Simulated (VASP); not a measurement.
# Si3C4 (P-3m1) in VASP: further runs, part 2 of 2

VASP 6.6.1. The steps go on from the part before.

## Step 4: Single point, PBE

Input file INCAR:

```
SYSTEM = Si3C4
PREC     = Accurate       ! precision mode
ENCUT    = 520            ! plane-wave cutoff, eV
EDIFF    = 1E-6           ! SCF threshold, eV
ISMEAR   = 0              ! smearing method
SIGMA    = 0.1            ! smearing width, eV
LREAL    = .FALSE.        ! projectors in reciprocal space
LASPH    = .TRUE.         ! aspherical terms in the spheres
NELM     = 100            ! most SCF steps
ALGO     = Normal         ! electronic algorithm
ISIF     = 2              ! what is computed and relaxed
LWAVE    = .FALSE.        ! write WAVECAR
LCHARG   = .TRUE.         ! write CHGCAR
GGA      = PE             ! functional
LELF     = .TRUE.         ! ELF
LVHAR    = .TRUE.       
NBANDS   = 23             ! bands
```

Input file KPOINTS:

```
regular mesh
0
G
  12 12 4
  0 0 0
```

Input file POSCAR:

```
Si3C4
1.0
    3.0041700573      0.0000000000      0.0000000000
   -1.5020850286      2.6016875869      0.0000000000
    0.0000000000      0.0000000000      8.8932098622
Si C
3 4
Direct
    0.0000000000      0.0000000000      0.5000000000
    0.6666666667      0.3333333333      0.1727096351
    0.3333333333      0.6666666667      0.8272903649
    0.0000000000      0.0000000000      0.0858734323
    0.3333333333      0.6666666667      0.6216581150
    0.0000000000      0.0000000000      0.9141265677
    0.6666666667      0.3333333333      0.3783418850
```

Potentials or basis: VASP PAW PBE potentials, release 64 (Si, C).

The run is started by

```sh
$ cat potpaw_PBE.64/Si/POTCAR potpaw_PBE.64/C/POTCAR > POTCAR
$ mpirun -np 1 vasp_std > vasp.out
```

OUTCAR:

```text
SYSTEM = Si3C4
   PREC = Accurate
   ENCUT = 520
   EDIFF = 1E-6
   ISMEAR = 0
   LREAL = .FALSE.
   LASPH = .TRUE.
   NELM = 100
   ISIF = 2
   GGA = PE

 ion  position               nearest neighbor table
   1  0.000  0.000  0.500-   5 2.04   7 2.04   5 2.04   7 2.04   7 2.04   5 2.04
   2  0.667  0.333  0.173-   7 1.83   4 1.90   4 1.90   4 1.90
   3  0.333  0.667  0.827-   5 1.83   6 1.90   6 1.90   6 1.90
   4  0.000  0.000  0.086-   6 1.53   2 1.90   2 1.90   2 1.90
   5  0.333  0.667  0.622-   3 1.83   1 2.04   1 2.04   1 2.04
   6  0.000  0.000  0.914-   4 1.53   3 1.90   3 1.90   3 1.90
   7  0.667  0.333  0.378-   2 1.83   1 2.04   1 2.04   1 2.04

  LATTYP: Found a hexagonal cell.
 ALAT       =     3.0041700573
 C/A-ratio  =     2.9602884299

  Lattice vectors:

 A1 = (   3.0041700573,   0.0000000000,   0.0000000000)
 A2 = (  -1.5020850286,   2.6016875869,   0.0000000000)
 A3 = (   0.0000000000,   0.0000000000,   8.8932098622)

Analysis of symmetry for initial positions (statically):
[... 188 lines left out ...]
 fundamental gap:      0.0286230857
 Fermi energy:         8.2042169900

 k-point     1 :       0.0000    0.0000    0.0000
  band No.  band energies     occupation
      1      -8.4741      2.00000
      2      -6.5668      2.00000
      3      -5.7654      2.00000
      4      -2.2667      2.00000
      5      -0.7835      2.00000
      6       4.1024      2.00000
[... 613 lines left out ...]
     22      16.2900      0.00000
     23      16.7599      0.00000

 [... further k-points ...]

------------------------ aborting loop because EDIFF is reached ----------------------------------------

  FORCE on cell =-STRESS in cart. coord.  units (eV):
  Direction    XX          YY          ZZ          XY          YZ          ZX
  --------------------------------------------------------------------------------------
  -------------------------------------------------------------------------------------
  Total       -0.0014662     -0.0014662      0.0561791     -0.0000000      0.0000000      0.0000000
  in kB       -0.0337956     -0.0337956      1.2949321     -0.0000000      0.0000000      0.0000000
  external PRESSURE =       0.4091136 kB  Pullay stress =       0.0000000 kB

 VOLUME and BASIS-vectors are now :
 -----------------------------------------------------------------------------
  energy-cutoff  :      520.00
  volume of cell :       69.51
      direct lattice vectors                 reciprocal lattice vectors
     3.004170057  0.000000000  0.000000000     0.332870637  0.192182952  0.000000000
    -1.502085029  2.601687587  0.000000000     0.000000000  0.384365904  0.000000000
     0.000000000  0.000000000  8.893209862     0.000000000  0.000000000  0.112445339

 POSITION                                       TOTAL-FORCE (eV/Angst)
 -----------------------------------------------------------------------------------
      0.00000      0.00000      4.44660         0.000000     -0.000000      0.000000
      1.50209      0.86723      1.53594        -0.000000      0.000000     -0.010329
     -0.00000      1.73446      7.35727         0.000000     -0.000000      0.010329
      0.00000      0.00000      0.76369        -0.000000      0.000000      0.036062
     -0.00000      1.73446      5.52854        -0.000000      0.000000      0.000926
      0.00000      0.00000      8.12952        -0.000000     -0.000000     -0.036062
      1.50209      0.86723      3.36467         0.000000     -0.000000     -0.000926
 -----------------------------------------------------------------------------------
    total drift:                               -0.000000      0.000000      0.000000

  FREE ENERGIE OF THE ION-ELECTRON SYSTEM (eV)
  ---------------------------------------------------
  free  energy   TOTEN  =       -50.1190181591 eV

  energy  without entropy=      -50.1079694499  energy(sigma->0) =      -50.11349380
```

It took 99 s on 1 thread of Intel Xeon Platinum 8259CL at 2.50GHz (Skylake/Cascade Lake), shared host; peak memory 0.23 GiB.

What came out:

* Free energy: -50.1190 eV
* Pressure: 0.0 GPa
* Largest force: 0.036 eV/Å
* Band gap on the k mesh: zero (bands 14 and 15 overlap by 2.94 eV)

Forces in eV/Å, atoms in the order of the input:
```
Si   0.000  0.000  0.000
Si   0.000  0.000 -0.010
Si   0.000  0.000  0.010
C    0.000  0.000  0.036
C    0.000  0.000  0.001
C    0.000  0.000 -0.036
C    0.000  0.000 -0.001
```

Stress tensor (GPa, compression positive):
```
0.00 0.00 0.00
0.00 0.00 0.00
0.00 0.00 0.13
```

## Step 5: Overview

```tsv
spin	cell	k mesh	gap on the mesh (eV)	pressure (GPa)	moment (μB)	largest force (eV/Å)
collinear	a = 3.010, b = 3.010, c = 8.870 Å, angles 90.0, 90.0, 120.0°, 7 atoms, atomic positions A	6 × 6 × 2	none	-0.2	0.00	0.78
collinear	a = 3.003, b = 3.003, c = 8.896 Å, angles 90.0, 90.0, 120.0°, 7 atoms, atomic positions B	6 × 6 × 2	none	-0.1	0.00	0.04
off	a = 3.004, b = 3.004, c = 8.893 Å, angles 90.0, 90.0, 120.0°, 7 atoms, atomic positions B	12 × 12 × 4	none	0.0	-	0.04
```

Alike in all rows: task single point; level PBE; potentials or basis VASP PAW PBE potentials, release 64 (Si, C); cutoff (eV) 520; smearing gaussian 0.1 eV.

Caveats: some runs use coarse meshes.

Total energies depend on the potentials used, so only differences within one code and one set of settings carry meaning.
